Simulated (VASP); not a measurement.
# PbO2 (P4_2/mnm) in VASP: relaxation of cell and atoms with PBEsol

Aim: the relaxation of cell and atoms of PbO2 with PBEsol.

All numbers are computed with VASP 6.6.1; they aren't measurements. Logs are shortened: lines on timing, memory, paths and dates and some standing lists are left out, and cuts for length are marked.

**1. The cell of the first run**

It takes space group P4_2/mnm (No. 136, tetragonal). Conventional cell: a = 5.045 Å, b = 5.045 Å, c = 3.444 Å, α = 90.00°, β = 90.00°, γ = 90.00°. Within 2.9 Å of Pb (site symmetry mmm) lie 6 O at 2.19 to 2.20 Å. O (site symmetry m2m) has 3 Pb at 2.19 to 2.20 Å and 1 O at 2.75 Å within 2.9 Å.

**2. Relaxation of cell and atoms, PBEsol, target pressure -3 GPa, at which the enthalpy is minimised**

Contents of INCAR:

```
  ALGO = Normal
  EDIFF = 1E-6
  EDIFFG = -0.008
  ENCUT = 600
  GGA = PS
  IBRION = 2
  ISIF = 3
  ISMEAR = 0
  LASPH = T
  LCHARG = F
  LREAL = F
  LWAVE = F
  NELM = 100
  NSW = 70
  PREC = Accurate
  PSTRESS = -30.0
  SIGMA = 0.1
```

Contents of KPOINTS:

```
k-points
0
Gamma
  8 8 10
```

Contents of POSCAR:

```
PbO2
1.0
    5.0449274509      0.0000000000      0.0000000000
    0.0000000000      5.0449274509      0.0000000000
    0.0000000000      0.0000000000      3.4440983326
Pb O
2 4
Direct
    0.0000000000      0.0000000000      0.0000000000
    0.5000000000      0.5000000000      0.5000000000
    0.3076225152      0.3076225152      0.0000000000
    0.1923774848      0.8076225152      0.5000000000
    0.6923774848      0.6923774848      0.0000000000
    0.8076225152      0.1923774848      0.5000000000
```

Potentials or basis: VASP PAW PBE potentials, release 64 (Pb_d, O).

Launch:

```bash
> cat potpaw_PBE.64/Pb_d/POTCAR potpaw_PBE.64/O/POTCAR > POTCAR
> mpirun -np 1 vasp_std > vasp.out
```

OUTCAR:

```text
EDIFF = 1E-6
   EDIFFG = -0.008
   ENCUT = 600
   GGA = PS
   IBRION = 2
   ISIF = 3
   ISMEAR = 0
   LASPH = T
   LREAL = F
   NELM = 100
   NSW = 70
   PREC = Accurate
   PSTRESS = -30.0

 ion  position               nearest neighbor table
   1  0.000  0.000  0.000-   3 2.19   5 2.19   4 2.20   6 2.20   4 2.20   6 2.20   2 3.96   2 3.96
                             2 3.96   2 3.96   2 3.96   2 3.96   2 3.96   2 3.96
   2  0.500  0.500  0.500-   4 2.19   6 2.19   5 2.20   3 2.20   3 2.20   5 2.20   1 3.96   1 3.96
                             1 3.96   1 3.96   1 3.96   1 3.96   1 3.96   1 3.96
   3  0.308  0.308  0.000-   1 2.19   2 2.20   2 2.20
   4  0.192  0.808  0.500-   2 2.19   1 2.20   1 2.20
   5  0.692  0.692  0.000-   1 2.19   2 2.20   2 2.20
   6  0.808  0.192  0.500-   2 2.19   1 2.20   1 2.20

  LATTYP: Found a simple tetragonal cell.
 ALAT       =     5.0449274509
 C/A-ratio  =     0.6826854035

  Lattice vectors:

 A1 = (   5.0449274509,   0.0000000000,   0.0000000000)
 A2 = (   0.0000000000,   5.0449274509,   0.0000000000)
 A3 = (   0.0000000000,   0.0000000000,   3.4440983326)

Analysis of symmetry for initial positions (statically):
=====================================================================
 Subroutine PRICEL returns:
 Original cell was already a primitive cell.

 Routine SETGRP: Setting up the symmetry group for a
 simple tetragonal supercell.

 Subroutine GETGRP returns: Found 16 space group operations
 (whereof  8 operations were pure point group operations)
 out of a pool of 16 trial point group operations.

The static configuration has the point symmetry D_2h.
 The point group associated with its full space group is D_4h.

Analysis of symmetry for dynamics (positions and initial velocities):
=====================================================================
 Subroutine PRICEL returns:
 Original cell was already a primitive cell.

 Routine SETGRP: Setting up the symmetry group for a
 simple tetragonal supercell.

 Subroutine GETGRP returns: Found 16 space group operations
 (whereof  8 operations were pure point group operations)
 out of a pool of 16 trial point group operations.

The dynamic configuration has the point symmetry D_2h.
 The point group associated with its full space group is D_4h.

 Subroutine INISYM returns: Found 16 space group operations
 (whereof  8 operations are pure point group operations),
 and found     1 'primitive' translations

[... 119 lines left out ...]
   IALGO  =     38    algorithm
   IMIX   =      4    mixing-type and parameters
     AMIX     =   0.40;   BMIX     =  1.00
     AMIX_MAG =   1.60;   BMIX_MAG =  1.00
  volume/ion in A,a.u.               =      14.61        98.59
  Fermi-wavevector in a.u.,A,eV,Ry     =   1.375564  2.599439 25.744623  1.892176
  Thomas-Fermi vector in A             =   2.500888
   LORBIT       =      0    0 simple, 1 ext, 2 COOP (PROOUT), +10 PAW based schemes
   GGA     = PS    functional components
   LHFCALC =     F    Hartree Fock is set to
   AEXX    =    0.0000 exact exchange contribution
   IVDW    =     0    specifies the selected vdW correction
   LEPSILON=     F    determine dielectric tensor
   LRPA    =     F    only Hartree local field effects (RPA)
 conjugate gradient relaxation of ions
 non-spin polarized calculation
 Gauss-broadening in eV      SIGMA  =   0.10
  energy-cutoff  :      600.00
  volume of cell :       87.66
 maximum number of plane-waves:      2946
   NGX = 21   NGY = 21   NGZ = 13

--------------------------------------- Ionic step        1  -------------------------------------------

 number of electron      51.9999992 magnetization

 Free energy of the ion-electron system (eV)
  ---------------------------------------------------
  ext. energy  EPLUGINS =         0.00000000
  ---------------------------------------------------
  free energy    TOTEN  =       -34.05230958 eV

  energy without entropy =      -34.04927545  energy(sigma->0) =      -34.05079251

------------------------ aborting loop because EDIFF is reached ----------------------------------------

  FORCE on cell =-STRESS in cart. coord.  units (eV):
  Direction    XX          YY          ZZ          XY          YZ          ZX
  --------------------------------------------------------------------------------------
  -------------------------------------------------------------------------------------
  Total       -1.7501651     -1.7501651     -2.3249142     -0.0000000      0.0000000      0.0000000
  in kB      -31.9892604    -31.9892604    -42.4944409     -0.0000000      0.0000000      0.0000000
  external PRESSURE =      -5.4909872 kB  Pullay stress =     -30.0000000 kB
[... 109 lines left out ...]
  energy  without entropy=      -34.0599110578  energy(sigma->0) =      -34.06129236

  enthalpy is  TOTEN    =       -35.6952947714 eV   P V=       -1.6326211100

[... ionic steps 4 to 7 ...]

--------------------------------------- Ionic step        8  -------------------------------------------

 number of electron      51.9999995 magnetization

------------------------ aborting loop because EDIFF is reached ----------------------------------------
[... 79 lines left out ...]
--------------------------------------- Ionic step       10  -------------------------------------------

 number of electron      51.9999995 magnetization

 Free energy of the ion-electron system (eV)
  ---------------------------------------------------
  ext. energy  EPLUGINS =         0.00000000
  ---------------------------------------------------
  free energy    TOTEN  =       -34.05733410 eV

  energy without entropy =      -34.05459427  energy(sigma->0) =      -34.05596418

 E-fermi :   3.7811     XC(G=0): -10.7203

 val. band max:        3.7785230041   @ k =   0.1250   0.1250   0.0000
 cond. band min:       3.7885147972   @ k =   0.0000   0.0000   0.1000
 fundamental gap:      0.0099917931
 Fermi energy:         3.7810817343

 k-point     1 :       0.0000    0.0000    0.0000
  band No.  band energies     occupation
      1     -14.3002      2.00000
      2     -14.2167      2.00000
      3     -12.5998      2.00000
      4     -12.5998      2.00000
      5     -11.7123      2.00000
      6     -11.5461      2.00000
[... 805 lines left out ...]
     30      10.3652      0.00000
     31      12.8681      0.00000

 [... further k-points ...]

------------------------ aborting loop because EDIFF is reached ----------------------------------------

  FORCE on cell =-STRESS in cart. coord.  units (eV):
  Direction    XX          YY          ZZ          XY          YZ          ZX
  --------------------------------------------------------------------------------------
  -------------------------------------------------------------------------------------
  Total       -1.6406864     -1.6406864     -1.6593402     -0.0000000      0.0000000      0.0000000
  in kB      -30.0336527    -30.0336527    -30.3751214     -0.0000000      0.0000000      0.0000000
  external PRESSURE =      -0.1474756 kB  Pullay stress =     -30.0000000 kB
[... 25 lines left out ...]
  energy  without entropy=      -34.0545942676  energy(sigma->0) =      -34.05596418

  enthalpy is  TOTEN    =       -35.6961821009 eV   P V=       -1.6388480014

 reached required accuracy - stopping structural energy minimisation
```

OSZICAR:

```text
N       E                     dE             d eps       ncg     rms          rms(c)
DAV:   1     0.716499912595E+03    0.71650E+03   -0.28465E+04  5603   0.223E+03
DAV:   2     0.642020542370E+02   -0.65230E+03   -0.62874E+03  6106   0.578E+02
[... 69 lines left out ...]
   9 F= -.35696157E+02 E0= -.35694790E+02  d E =-.862101E-03
       N       E                     dE             d eps       ncg     rms          rms(c)
DAV:   1    -0.340573366584E+02    0.10484E-03   -0.94552E-03  5858   0.676E-01    0.327E-02
DAV:   2    -0.340573413270E+02   -0.46685E-05   -0.23692E-04  7658   0.135E-01    0.181E-02
DAV:   3    -0.340573350313E+02    0.62957E-05   -0.86181E-06  8215   0.408E-02    0.604E-03
DAV:   4    -0.340573340995E+02    0.93174E-06   -0.10346E-06  3636   0.154E-02
  10 F= -.35696182E+02 E0= -.35694812E+02  d E =-.252285E-04
```

CONTCAR:

```text
PbO2
   1.00000000000000
     5.0589914733955252   -0.0000000000000000    0.0000000000000000
    -0.0000000000000000    5.0589914733955252    0.0000000000000000
     0.0000000000000000    0.0000000000000000    3.4197952805588594
  Pb              O
     2     4
Direct
     0.0000000000000000    0.0000000000000000    0.0000000000000000
     0.5000000000000000    0.5000000000000000    0.5000000000000000
     0.3081371583460043    0.3081371583460043    1.0000000000000000
     0.1918628416539957    0.8081371583460042    0.5000000000000000
     0.6918628416539958    0.6918628416539958    0.0000000000000000
     0.8081371583460042    0.1918628416539957    0.5000000000000000

  0.00000000E+00  0.00000000E+00  0.00000000E+00
  0.00000000E+00  0.00000000E+00  0.00000000E+00
  0.00000000E+00  0.00000000E+00  0.00000000E+00
  0.00000000E+00  0.00000000E+00  0.00000000E+00
  0.00000000E+00  0.00000000E+00  0.00000000E+00
  0.00000000E+00  0.00000000E+00  0.00000000E+00
```

It took 27 min on 1 thread of Intel Xeon 8259CL, shared host; peak memory 0.38 GiB.

Results:

```yaml
Free_energy: -34.0573 eV
Relaxed_volume: 14.59 Å³/atom
Relaxed_cell: a = 5.059 Å, b = 5.059 Å, c = 3.420 Å, α = 90.00°, β = 90.00°, γ = 90.00°
Space_group_after_relaxing_to_0.1_Å: P4_2/mnm (No. 136)
Energy_change_on_relaxing_the_run_minimises_the_enthalpy: -0.8 meV/atom
Ionic_steps: 10
Pressure_after_relaxing: -3.0 GPa
Largest_force_after_relaxing: 0.004 eV/Å
Band_gap_on_the_k_mesh: 0.04 eV
```

Forces in eV/Å, atoms in the order of the input:
```
Pb   0.000  0.000  0.000
Pb   0.000  0.000  0.000
O   -0.003 -0.003  0.000
O    0.003 -0.003  0.000
O    0.003  0.003  0.000
O   -0.003  0.003  0.000
```

Step by step:
| step | energy change (eV) | largest force (eV/Å) | pressure (GPa) | volume (Å³) |
| --- | --- | --- | --- | --- |
| 1 | 0.0000 | 0.0545 | -3.55 | 87.66 |
| 2 | -0.0133 | 0.0011 | -2.45 | 87.02 |
| 3 | -0.0104 | 0.0143 | -2.75 | 87.19 |
| 4 | -0.0081 | 0.0013 | -2.86 | 87.35 |
| 5 | -0.0031 | 0.0213 | -3.04 | 87.62 |
| 6 | -0.0050 | 0.0138 | -3.01 | 87.53 |
| 7 | -0.0055 | 0.0111 | -2.97 | 87.50 |
| 8 | -0.0053 | 0.0122 | -3.00 | 87.51 |
| 9 | -0.0051 | 0.0122 | -3.00 | 87.52 |
| 10 | -0.0050 | 0.0038 | -3.01 | 87.52 |

Final structure:
```cif
data_structure
_symmetry_space_group_name_H-M 'P 1'
_symmetry_Int_Tables_number 1
_cell_length_a 5.0590
_cell_length_b 5.0590
_cell_length_c 3.4198
_cell_angle_alpha 90.000
_cell_angle_beta 90.000
_cell_angle_gamma 90.000
_cell_volume 87.52
loop_
_atom_site_label
_atom_site_type_symbol
_atom_site_fract_x
_atom_site_fract_y
_atom_site_fract_z
_atom_site_occupancy
Pb1 Pb 0.00000 0.00000 0.00000 1
Pb2 Pb 0.50000 0.50000 0.50000 1
O1 O 0.30814 0.30814 0.00000 1
O2 O 0.19186 0.80814 0.50000 1
O3 O 0.69186 0.69186 0.00000 1
O4 O 0.80814 0.19186 0.50000 1
```

Caveat: the cell is relaxed towards a set pressure, so the run minimises the enthalpy, not the energy; the smearing spreads over this small gap; the PAW data sets were made with another functional, which shifts forces and pressure a little; spin-orbit coupling is left out, which moves the levels of the heavy elements. A k mesh can miss the band edges.

The gap in the log of VASP goes by the Fermi energy; the results here count the filled bands.